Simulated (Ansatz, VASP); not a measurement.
# One calculation of CsPbCl3, two programs

```
Cs Pb Cl
1.0
     5.73568    0.00000    0.00000
     0.00000    5.73568   -0.02868
     0.00000   -0.02868    5.73568
Cs Pb Cl
1 1 3
Direct
  0.00000 0.00000 0.00000
  0.50000 0.50000 0.50000
  0.00000 0.50000 0.50000
  0.50000 0.50000 0.00000
  0.50000 0.00000 0.50000
```

Change from the starting cell: strain e4 = -0.01, atoms carried along.

Alike in both runs: task single point; functional PBE; k mesh 6 × 6 × 6; occupations gaussian, width 0.05 eV; no spin polarisation.

|  | VASP | Ansatz |
| --- | --- | --- |
| version | VASP 6.6.1 | Ansatz 0.2.0 |
| potentials or method | VASP PAW PBE potentials, release 64 (Cs_sv, Pb_d, Cl), cutoff 520 eV | scalar-relativistic, plane waves, PAW |
| valence electrons in the cell | 44 | 44 |

```tsv
	VASP	Ansatz	Ansatz less VASP
gap on the k mesh at the Fermi level (eV)	2.20	2.19	-0.008
least direct gap on the mesh (eV)	2.20	2.19	-0.008
pressure (GPa)	0.0	0.0	+0.04
traceless stress, the component that is largest in VASP (GPa)	0.05	0.05	0.000
```

Neither program's run includes spin-orbit coupling.
